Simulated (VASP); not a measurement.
# CdSe (F-43m) in VASP: further runs

The runs below take CdSe through single point, with PBE.

Everything below comes from runs of VASP 6.6.1. Logs are shortened: lines on timing, memory, paths and dates and some standing lists are left out, and cuts for length are marked.

### 1 The cell of the first run

The structure is cubic, space group F-43m (No. 216). Conventional cell: a = 6.135 Å, b = 6.135 Å, c = 6.135 Å, α = 90.00°, β = 90.00°, γ = 90.00°. Within 3.5 Å of Cd (site symmetry -43m) lie 4 Se at 2.66 Å. Se (site symmetry -43m) has 4 Cd at 2.66 Å within 3.5 Å.

### 2 Single point, PBE (28.86 Å³/atom)

The input, INCAR:

```
SYSTEM = CdSe
ALGO     = Normal         ! electronic algorithm
EDIFF    = 1E-6           ! SCF threshold, eV
ENCUT    = 500            ! plane-wave cutoff, eV
GGA      = PE             ! functional
GGA_COMPAT= .False.      
ISIF     = 2              ! what is computed and relaxed
ISMEAR   = 0              ! smearing method
LASPH    = .True.         ! aspherical terms in the spheres
LCHARG   = .True.         ! write CHGCAR
LELF     = .True.         ! ELF
LREAL    = .False.        ! projectors in reciprocal space
LVHAR    = .True.       
LWAVE    = .False.        ! write WAVECAR
NBANDS   = 16             ! bands
NELM     = 120            ! most SCF steps
PREC     = Accurate       ! precision mode
SIGMA    = 0.01           ! smearing width, eV
```

The input, KPOINTS:

```
k-points
0
Gamma
  6 6 6
  0 0 0
```

The input, POSCAR:

```
CdSe
1.0
    0.0000000000      3.0673150468      3.0673150468
    3.0673150468      0.0000000000      3.0673150468
    3.0673150468      3.0673150468      0.0000000000
Cd Se
1 1
Direct
    0.0000000000      0.0000000000      0.0000000000
    0.7500000000      0.7500000000      0.7500000000
```

Potentials or basis: VASP PAW PBE potentials, release 64 (Cd, Se).

Run with:

```console
$ cat potpaw_PBE.64/Cd/POTCAR potpaw_PBE.64/Se/POTCAR > POTCAR
$ mpirun -np 1 vasp_std > vasp.out
```

OUTCAR:

```text
SYSTEM = CdSe
   EDIFF = 1E-6
   ENCUT = 500
   GGA = PE
   ISIF = 2
   ISMEAR = 0
   LASPH = .True.
   LREAL = .False.
   NELM = 120
   PREC = Accurate

 ion  position               nearest neighbor table
   1  0.000  0.000  0.000-   2 2.66   2 2.66   2 2.66   2 2.66
   2  0.750  0.750  0.750-   1 2.66   1 2.66   1 2.66   1 2.66

  LATTYP: Found a face centered cubic cell.
 ALAT       =     6.1346300936

  Lattice vectors:

 A1 = (   0.0000000000,   3.0673150468,   3.0673150468)
 A2 = (   3.0673150468,   0.0000000000,   3.0673150468)
 A3 = (   3.0673150468,   3.0673150468,   0.0000000000)

Analysis of symmetry for initial positions (statically):
=====================================================================
 Subroutine PRICEL returns:
 Original cell was already a primitive cell.

 Routine SETGRP: Setting up the symmetry group for a
 face centered cubic supercell.

 Subroutine GETGRP returns: Found 24 space group operations
 (whereof 24 operations were pure point group operations)
 out of a pool of 48 trial point group operations.

The static configuration has the point symmetry T_d .

Analysis of symmetry for dynamics (positions and initial velocities):
=====================================================================
 Subroutine PRICEL returns:
 Original cell was already a primitive cell.

 Routine SETGRP: Setting up the symmetry group for a
 face centered cubic supercell.

 Subroutine GETGRP returns: Found 24 space group operations
 (whereof 24 operations were pure point group operations)
 out of a pool of 48 trial point group operations.

The dynamic configuration has the point symmetry T_d .

 Subroutine INISYM returns: Found 24 space group operations
 (whereof 24 operations are pure point group operations),
 and found     1 'primitive' translations

----------------------------------------------------------------------------------------

                                     Primitive cell

  volume of cell :      57.7172

  direct lattice vectors                    reciprocal lattice vectors
     0.000000000  3.067315047  3.067315047    -0.163009014  0.163009014  0.163009014
     3.067315047  0.000000000  3.067315047     0.163009014 -0.163009014  0.163009014
     3.067315047  3.067315047  0.000000000     0.163009014  0.163009014 -0.163009014

  length of vectors
     4.337838539  4.337838539  4.337838539     0.282339894  0.282339894  0.282339894

[... 70 lines left out ...]
   NELM   =    120;   NELMIN=  2; NELMDL= -5     # of ELM steps
   EDIFF  = 0.1E-05   stopping-criterion for ELM
   LREAL  =      F    real-space projection
   EDIFFG = 0.1E-04   stopping-criterion for IOM
   NSW    =      0    number of steps for IOM
   IBRION =     -1    ionic relax: 0-MD 1-quasi-New 2-CG
   NFREE  =      0    steps in history (QN), initial steepest desc. (CG)
   ISIF   =      2    stress and relaxation
   ISYM   =      2    0-nonsym 1-usesym 2-fastsym
   POTIM  = 0.5000    time-step for ionic-motion
   TEBEG  =    0.0;   TEEND  =   0.0 temperature during run
   PSTRESS=    0.0 pullay stress
   NELECT =      18.0000    total number of electrons
   NUPDOWN=      -1.0000    fix difference up-down
   EMIN   =  10.00;   EMAX   =-10.00  energy-range for DOS
   EFERMI =   0.00;   METHOD = LEGACY
   ISMEAR =     0;   SIGMA  =   0.01  broadening in eV -4-tet -1-fermi 0-gaus
   EFERMI_NEDOS =   21; number of points for ismear=-14 and -15
   IALGO  =     38    algorithm
   IMIX   =      4    mixing-type and parameters
     AMIX     =   0.40;   BMIX     =  1.00
     AMIX_MAG =   1.60;   BMIX_MAG =  1.00
  volume/ion in A,a.u.               =      28.86       194.75
  Fermi-wavevector in a.u.,A,eV,Ry     =   1.110190  2.097955 16.769475  1.232522
  Thomas-Fermi vector in A             =   2.246739
   LORBIT       =      0    0 simple, 1 ext, 2 COOP (PROOUT), +10 PAW based schemes
   GGA     = PE    functional components
   LHFCALC =     F    Hartree Fock is set to
   AEXX    =    0.0000 exact exchange contribution
   IVDW    =     0    specifies the selected vdW correction
   LEPSILON=     F    determine dielectric tensor
   LRPA    =     F    only Hartree local field effects (RPA)
 non-spin polarized calculation
 Gauss-broadening in eV      SIGMA  =   0.01
  energy-cutoff  :      500.00
  volume of cell :       57.72
 maximum number of plane-waves:      1484
   NGX = 15   NGY = 15   NGZ = 15

 number of electron      18.0000008 magnetization

 Free energy of the ion-electron system (eV)
  ---------------------------------------------------
  ext. energy  EPLUGINS =         0.00000000
  ---------------------------------------------------
  free energy    TOTEN  =        -5.48479338 eV

  energy without entropy =       -5.48479338  energy(sigma->0) =       -5.48479338

 E-fermi :   0.7945     XC(G=0):  -8.7681

 val. band max:        0.7443388996   @ k =   0.0000   0.0000   0.0000
 cond. band min:       1.2979532623   @ k =   0.0000   0.0000   0.0000
 fundamental gap:      0.5536143627
 Fermi energy:         0.7945092624

 k-point     1 :       0.0000    0.0000    0.0000
  band No.  band energies     occupation
      1     -11.7076      2.00000
      2      -7.1103      2.00000
      3      -7.1103      2.00000
      4      -7.1103      2.00000
      5      -6.7632      2.00000
      6      -6.7632      2.00000
[... 281 lines left out ...]
      3      -6.9184      2.00000
      4      -6.8211      2.00000
      5      -6.7372      2.00000
      6      -6.3376      2.00000
[... 8 lines left out ...]
     15      13.4812      0.00000
     16      13.5924      0.00000

------------------------ aborting loop because EDIFF is reached ----------------------------------------

  FORCE on cell =-STRESS in cart. coord.  units (eV):
  Direction    XX          YY          ZZ          XY          YZ          ZX
  --------------------------------------------------------------------------------------
  -------------------------------------------------------------------------------------
  Total        0.6233649      0.6233649      0.6233649      0.0000000     -0.0000000     -0.0000000
  in kB       17.3040497     17.3040497     17.3040497      0.0000000     -0.0000000     -0.0000000
  external PRESSURE =      17.3040497 kB  Pullay stress =       0.0000000 kB

 VOLUME and BASIS-vectors are now :
 -----------------------------------------------------------------------------
  energy-cutoff  :      500.00
  volume of cell :       57.72
      direct lattice vectors                 reciprocal lattice vectors
     0.000000000  3.067315047  3.067315047    -0.163009014  0.163009014  0.163009014
     3.067315047  0.000000000  3.067315047     0.163009014 -0.163009014  0.163009014
     3.067315047  3.067315047  0.000000000     0.163009014  0.163009014 -0.163009014

 POSITION                                       TOTAL-FORCE (eV/Angst)
 -----------------------------------------------------------------------------------
      0.00000      0.00000      0.00000         0.000000      0.000000      0.000000
      4.60097      4.60097      4.60097        -0.000000     -0.000000     -0.000000
 -----------------------------------------------------------------------------------
    total drift:                               -0.000000     -0.000000     -0.000000

  FREE ENERGIE OF THE ION-ELECTRON SYSTEM (eV)
  ---------------------------------------------------
  free  energy   TOTEN  =        -5.4847933772 eV

  energy  without entropy=       -5.4847933772  energy(sigma->0) =       -5.48479338
```

OSZICAR:

```text
N       E                     dE             d eps       ncg     rms          rms(c)
DAV:   1     0.103290866688E+03    0.10329E+03   -0.86501E+03   520   0.975E+02
DAV:   2    -0.193567910202E+01   -0.10523E+03   -0.10037E+03   608   0.242E+02
DAV:   3    -0.584891385381E+01   -0.39132E+01   -0.39069E+01   632   0.485E+01
DAV:   4    -0.586540935097E+01   -0.16495E-01   -0.16495E-01   616   0.313E+00
DAV:   5    -0.586552227196E+01   -0.11292E-03   -0.11292E-03   656   0.220E-01    0.590E+00
DAV:   6    -0.550519144154E+01    0.36033E+00   -0.54462E-01   712   0.869E+00    0.471E+00
DAV:   7    -0.548351247317E+01    0.21679E-01   -0.14264E-01   584   0.250E+00    0.204E+00
DAV:   8    -0.548447206335E+01   -0.95959E-03   -0.13210E-02   568   0.138E+00    0.249E-01
DAV:   9    -0.548467540507E+01   -0.20334E-03   -0.14207E-03   608   0.477E-01    0.466E-02
DAV:  10    -0.548474282626E+01   -0.67421E-04   -0.15603E-04   640   0.154E-01    0.433E-02
DAV:  11    -0.548479362635E+01   -0.50800E-04   -0.83823E-05   568   0.576E-02    0.161E-02
DAV:  12    -0.548479337716E+01    0.24919E-06   -0.19624E-06   560   0.168E-02
   1 F= -.54847934E+01 E0= -.54847934E+01  d E =-.917438E-15
```

Wall time 6 s (1 thread of Intel Xeon 6975P-C (Granite Rapids), shared host); peak memory 0.18 GiB.

Results:

- Free energy: -5.4848 eV
- Pressure: 1.7 GPa
- Band gap on the k mesh: 0.55 eV

### 3 Single point, PBE (30.64 Å³/atom)

This run uses another cell than the first one, of 30.64 Å³/atom.

The input, INCAR:

```
  ALGO = Normal
  EDIFF = 1E-6
  ENCUT = 500
  GGA = PE
  GGA_COMPAT = F
  ISIF = 2
  ISMEAR = 0
  LASPH = T
  LCHARG = F
  LREAL = F
  LWAVE = F
  NBANDS = 16
  NELM = 120
  PREC = Accurate
  SIGMA = 0.01
```

The input, KPOINTS:

```
k-points
0
Gamma
  6 6 6
```

The input, POSCAR:

```
CdSe
1.0
    0.0000000000      3.1292977070      3.1292977070
    3.1292977070      0.0000000000      3.1292977070
    3.1292977070      3.1292977070      0.0000000000
Cd Se
1 1
Direct
    0.0000000000      0.0000000000      0.0000000000
    0.7500000000      0.7500000000      0.7500000000
```

Potentials or basis: VASP PAW PBE potentials, release 64 (Cd, Se).

Run with:

```console
$ cat potpaw_PBE.64/Cd/POTCAR potpaw_PBE.64/Se/POTCAR > POTCAR
$ mpirun -np 1 vasp_std > vasp.out
```

Wall time 5.5 s (1 thread of Intel Xeon 6975P-C (Granite Rapids), shared host); peak memory 0.18 GiB.

It converged, with:

| Item | Value |
| --- | --- |
| Free energy | -5.4908 eV |
| Pressure | -1.0 GPa |
| Band gap on the k mesh | 0.43 eV |

Levels at points of the mesh, in eV from the valence-band top:
```tsv
k point	band 5	band 6	band 7	band 8	band 9	band 10	band 11	band 12	band 13	band 14
(0.00, 0.00, 0.00)	-7.40	-7.40	0.00	0.00	0.00	0.43	5.92	5.92	5.92	9.44
(0.50, 0.00, 0.00)	-7.38	-7.16	-3.92	-0.64	-0.64	2.27	6.41	6.41	7.15	9.81
(0.50, 0.50, 0.00)	-7.35	-7.11	-3.71	-1.58	-1.58	3.28	3.65	8.73	9.71	9.71
```

### 4 Single point, PBE (31.54 Å³/atom)

This run uses another cell than the first one, of 31.54 Å³/atom.

The input, INCAR:

```
SYSTEM = CdSe
ALGO = Normal
EDIFF = 1E-6
ENCUT = 500
GGA = PE
GGA_COMPAT = .False.
ISIF = 2
ISMEAR = 0
LASPH = .True.
LCHARG = .False.
LREAL = .False.
LWAVE = .False.
NBANDS = 16
NELM = 120
PREC = Accurate
SIGMA = 0.01
```

The input, KPOINTS:

```
k-points
0
Gamma
  6 6 6
  0 0 0
```

The input, POSCAR:

```
CdSe
1.0
    0.0000000000      3.1593889539      3.1593889539
    3.1593889539      0.0000000000      3.1593889539
    3.1593889539      3.1593889539      0.0000000000
Cd Se
1 1
Direct
    0.0000000000      0.0000000000      0.0000000000
    0.7500000000      0.7500000000      0.7500000000
```

Potentials or basis: VASP PAW PBE potentials, release 64 (Cd, Se).

Run with:

```console
$ cat potpaw_PBE.64/Cd/POTCAR potpaw_PBE.64/Se/POTCAR > POTCAR
$ mpirun -np 1 vasp_std > vasp.out
```

OUTCAR:

```text
SYSTEM = CdSe
   EDIFF = 1E-6
   ENCUT = 500
   GGA = PE
   ISIF = 2
   ISMEAR = 0
   LASPH = .True.
   LREAL = .False.
   NELM = 120
   PREC = Accurate

 ion  position               nearest neighbor table
   1  0.000  0.000  0.000-   2 2.74   2 2.74   2 2.74   2 2.74
   2  0.750  0.750  0.750-   1 2.74   1 2.74   1 2.74   1 2.74

  LATTYP: Found a face centered cubic cell.
 ALAT       =     6.3187779078

  Lattice vectors:

 A1 = (   0.0000000000,   3.1593889539,   3.1593889539)
 A2 = (   3.1593889539,   0.0000000000,   3.1593889539)
 A3 = (   3.1593889539,   3.1593889539,   0.0000000000)

Analysis of symmetry for initial positions (statically):
=====================================================================
 Subroutine PRICEL returns:
 Original cell was already a primitive cell.

 Routine SETGRP: Setting up the symmetry group for a
 face centered cubic supercell.

 Subroutine GETGRP returns: Found 24 space group operations
 (whereof 24 operations were pure point group operations)
 out of a pool of 48 trial point group operations.

The static configuration has the point symmetry T_d .

Analysis of symmetry for dynamics (positions and initial velocities):
[... 152 lines left out ...]

 val. band max:        0.1034083344   @ k =   0.0000   0.0000   0.0000
 cond. band min:       0.4722076879   @ k =   0.0000   0.0000   0.0000
 fundamental gap:      0.3687993535
 Fermi energy:         0.1945382985

 k-point     1 :       0.0000    0.0000    0.0000
  band No.  band energies     occupation
      1     -11.9145      2.00000
      2      -7.5189      2.00000
      3      -7.5189      2.00000
      4      -7.5189      2.00000
      5      -7.2546      2.00000
      6      -7.2546      2.00000
[... 281 lines left out ...]
      3      -7.3744      2.00000
      4      -7.2971      2.00000
      5      -7.2337      2.00000
      6      -6.9237      2.00000
[... 8 lines left out ...]
     15      12.4810      0.00000
     16      12.5865      0.00000

------------------------ aborting loop because EDIFF is reached ----------------------------------------

  FORCE on cell =-STRESS in cart. coord.  units (eV):
  Direction    XX          YY          ZZ          XY          YZ          ZX
  --------------------------------------------------------------------------------------
  -------------------------------------------------------------------------------------
  Total       -0.8272819     -0.8272819     -0.8272819      0.0000000      0.0000000      0.0000000
  in kB      -21.0147793    -21.0147793    -21.0147793      0.0000000      0.0000000      0.0000000
  external PRESSURE =     -21.0147793 kB  Pullay stress =       0.0000000 kB

 VOLUME and BASIS-vectors are now :
 -----------------------------------------------------------------------------
  energy-cutoff  :      500.00
  volume of cell :       63.07
      direct lattice vectors                 reciprocal lattice vectors
     0.000000000  3.159388954  3.159388954    -0.158258450  0.158258450  0.158258450
     3.159388954  0.000000000  3.159388954     0.158258450 -0.158258450  0.158258450
     3.159388954  3.159388954  0.000000000     0.158258450  0.158258450 -0.158258450

 POSITION                                       TOTAL-FORCE (eV/Angst)
 -----------------------------------------------------------------------------------
      0.00000      0.00000      0.00000        -0.000000     -0.000000     -0.000000
      4.73908      4.73908      4.73908         0.000000      0.000000      0.000000
 -----------------------------------------------------------------------------------
    total drift:                               -0.000000     -0.000000     -0.000000

  FREE ENERGIE OF THE ION-ELECTRON SYSTEM (eV)
  ---------------------------------------------------
  free  energy   TOTEN  =        -5.4732537350 eV

  energy  without entropy=       -5.4732537350  energy(sigma->0) =       -5.47325374
```

OSZICAR:

```text
N       E                     dE             d eps       ncg     rms          rms(c)
DAV:   1     0.104386398307E+03    0.10439E+03   -0.83913E+03   520   0.959E+02
DAV:   2    -0.169298630992E+01   -0.10608E+03   -0.10032E+03   616   0.242E+02
DAV:   3    -0.585559484871E+01   -0.41626E+01   -0.41561E+01   600   0.495E+01
DAV:   4    -0.587424263339E+01   -0.18648E-01   -0.18647E-01   656   0.337E+00
DAV:   5    -0.587436111913E+01   -0.11849E-03   -0.11849E-03   600   0.235E-01    0.492E+00
DAV:   6    -0.549170141855E+01    0.38266E+00   -0.58681E-01   720   0.825E+00    0.407E+00
DAV:   7    -0.547198154150E+01    0.19720E-01   -0.12655E-01   592   0.234E+00    0.183E+00
DAV:   8    -0.547283135397E+01   -0.84981E-03   -0.10905E-02   576   0.120E+00    0.231E-01
DAV:   9    -0.547312077570E+01   -0.28942E-03   -0.12839E-03   616   0.400E-01    0.576E-02
DAV:  10    -0.547319662211E+01   -0.75846E-04   -0.13234E-04   616   0.133E-01    0.468E-02
DAV:  11    -0.547325385384E+01   -0.57232E-04   -0.87255E-05   616   0.559E-02    0.179E-02
DAV:  12    -0.547325373504E+01    0.11879E-06   -0.10712E-06   600   0.879E-03
   1 F= -.54732537E+01 E0= -.54732537E+01  d E =-.671892E-40
```

stdout:

```text
POSCAR found type information on POSCAR CdSe
 POSCAR found :  2 types and       2 ions
 scaLAPACK will be used
 LDA part: xc-table for (Slater+PW92), standard interpolation
 POSCAR, INCAR and KPOINTS ok, starting setup
 FFT: planning ... GRIDC
 FFT: planning ... GRID_SOFT
 FFT: planning ... GRID
 WAVECAR not read
 entering main loop
```

Run time: 7.8 s. Hardware: 1 thread of Intel Xeon 6975P-C (Granite Rapids), shared host; peak memory 0.2 GiB.

Results:

- Free energy: -5.4733 eV
- Pressure: -2.1 GPa
- Band gap on the k mesh: 0.37 eV

Levels at points of the mesh, in eV from the valence-band top:
```
           k point  band 5  band 6  band 7  band 8  band 9  band 10  band 11  band 12  band 13  band 14
(0.00, 0.00, 0.00)   -7.36   -7.36    0.00    0.00    0.00     0.37     5.91     5.91     5.91     9.32
(0.50, 0.00, 0.00)   -7.34   -7.14   -3.77   -0.60   -0.60     2.23     6.39     6.39     7.06     9.73
(0.50, 0.50, 0.00)   -7.32   -7.09   -3.59   -1.50   -1.50     3.33     3.60     8.61     9.54     9.54
```

### 5 Summary

```csv
cell,gap on the mesh (eV),pressure (GPa)
"a = 4.338 Å, angles 60.0°, 2 atoms",0.55,1.7
"a = 4.425 Å, angles 60.0°, 2 atoms",0.43,-1.0
"a = 4.468 Å, angles 60.0°, 2 atoms",0.37,-2.1
```

Alike in all rows: task single point; level PBE; potentials or basis VASP PAW PBE potentials, release 64 (Cd, Se); no spin polarisation; k mesh 6 × 6 × 6; cutoff (eV) 500; smearing gaussian 0.01 eV.

Total energies depend on the potentials used, so only differences within one code and one set of settings carry meaning.
